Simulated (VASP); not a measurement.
Set up this calculation in VASP 6.6.1, as the native input.

* Task: relaxation of cell and atoms
* Functional: r2SCAN
* Potentials or basis: VASP PAW PBE potentials, release 64 (V_sv)
* Cutoff: 600 eV
* k mesh: 10 × 10 × 10
* Occupations: gaussian, width 0.1 eV
* Spin: no spin polarisation
* Dipole correction: no
* Further INCAR settings: ALGO = Normal; EDIFF = 1e-07; IBRION = 2; EDIFFG = -0.05; NSW = 100; ISIF = 3

The system is V.

```
V
1.0
    -1.51294    1.51294    1.51294
     1.51294   -1.51294    1.51294
     1.51294    1.51294   -1.51294
V
1
Direct
  0.00000 0.00000 0.00000
```

One way to write it, as run:

POSCAR

```
V
1.0
   -1.5129450000      1.5129450000      1.5129450000
    1.5129450000     -1.5129450000      1.5129450000
    1.5129450000      1.5129450000     -1.5129450000
V
1
Direct
    0.0000000000      0.0000000000      0.0000000000
```

INCAR.step1

```
SYSTEM = V
ALGO = Normal
EDIFF = 1E-4
ENCUT = 600
GGA = PE
ISMEAR = 0
LASPH = .True.
LCHARG = .False.
LREAL = .False.
LWAVE = .True.
NELM = 80
PREC = Accurate
SIGMA = 0.1
```

INCAR.step2

```
SYSTEM = V
ALGO = Normal
EDIFF = 1E-7
EDIFFG = -0.05
ENCUT = 600
IBRION = 2
ISIF = 3
ISMEAR = 0
ISTART = 1
LASPH = .True.
LCHARG = .False.
LMIXTAU = .True.
LREAL = .False.
LWAVE = .False.
METAGGA = R2SCAN
NELM = 80
NSW = 100
PREC = Accurate
SIGMA = 0.1
```

KPOINTS

```
k-points
0
Gamma
  10 10 10
  0 0 0
```

Potentials or basis: VASP PAW PBE potentials, release 64 (V_sv).

The run is started by

```console
$ cat potpaw_PBE.64/V_sv/POTCAR > POTCAR
$ cp INCAR.step1 INCAR
$ mpirun -np 1 vasp_std > vasp.out
$ cp INCAR.step2 INCAR
$ mpirun -np 1 vasp_std > vasp.out
```

Results of the run:

The relaxed volume is 13.37 Å³/atom. The relaxed cell is a = 2.590 Å, b = 2.590 Å, c = 2.590 Å, α = 109.47°, β = 109.47°, γ = 109.47°. The space group after relaxing (to 0.05 Å) is Im-3m (No. 229) and the energy gained by relaxing is 10.6 meV/atom. The ionic steps are 3. The pressure after relaxing is -0.1 GPa.

Caveat: the PAW data sets were made with another functional, which shifts forces and pressure a little.

Run time: 62 s on 1 thread of Intel Xeon 6975P-C (shared host), peak memory 0.16 GiB.
